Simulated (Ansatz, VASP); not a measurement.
Given: the input of a run of Ansatz 0.2.0 on Al.

The input input.yaml:

```yaml
crystal:
  lattice:
    - [2.8270770242, 0.0, 0.0]
    - [-1.4135385121, 2.4483205214, 0.0]
    - [0.0, 0.0, 9.18599307]
  atoms:
    - { symbol: Al, position: [0.6666666667, 0.3333333333, 0.75] }
    - { symbol: Al, position: [0.0, 0.0, 0.5] }
    - { symbol: Al, position: [0.3333333333, 0.6666666667, 0.25] }
    - { symbol: Al, position: [0.0, 0.0, 0.0] }
hamiltonian:
  xc: lda
  pseudopotentials: { kind: paw }
kpoints:
  mp_grid: { grid: [11, 11, 3] }
scf:
  occupations: { method: fermi_dirac, width: 0.05 }
output:
  forces: true
  stress: true
  eigenvalues: true
```

Potentials or basis: Ansatz PAW.

Command:

```console
$ ansatz run input.yaml --threads 2 --pin off --max-ram 5632MiB --backend cpu --events-out ev --progress --plain --runs-dir out
```

Translate it to VASP 6.6.1. Potentials there: VASP PAW LDA potentials, release 64 (Al).

As run (the cutoff follows the program's own potentials):

File INCAR:

```
  ALGO = Fast
  EDIFF = 1E-6
  ENCUT = 520
  GGA = CA
  ISIF = 2
  ISMEAR = -1
  LASPH = T
  LCHARG = T
  LELF = T
  LREAL = F
  LVHAR = T
  LWAVE = F
  NBANDS = 14
  NELM = 80
  PREC = Accurate
  SIGMA = 0.05
```

The input KPOINTS:

```
k-points
0
Gamma
  11 11 3
```

POSCAR

```
Al
1.0
    2.8270770242      0.0000000000      0.0000000000
   -1.4135385121      2.4483205214      0.0000000000
    0.0000000000      0.0000000000      9.1859930700
Al
4
Direct
    0.6666666667      0.3333333333      0.7500000000
    0.0000000000      0.0000000000      0.5000000000
    0.3333333333      0.6666666667      0.2500000000
    0.0000000000      0.0000000000      0.0000000000
```

Potentials or basis: VASP PAW LDA potentials, release 64 (Al).

Launch:

```sh
$ cat potpaw_LDA.64/Al/POTCAR > POTCAR
$ mpirun -np 1 vasp_std > vasp.out
```

Both were run:

|  | VASP | Ansatz | Ansatz less VASP |
| --- | --- | --- | --- |
| gap on the k mesh at the Fermi level (eV) | none | none | - |
| pressure (GPa) | 0.1 | 0.0 | -0.07 |
| traceless stress, the component that is largest in VASP (GPa) | 1.32 | 1.31 | -0.012 |

LDA's correlation is that of Perdew and Zunger in VASP and of Perdew and Wang (1992) in Ansatz. A gap of «none» marks a metal or a gap that the smearing closes.
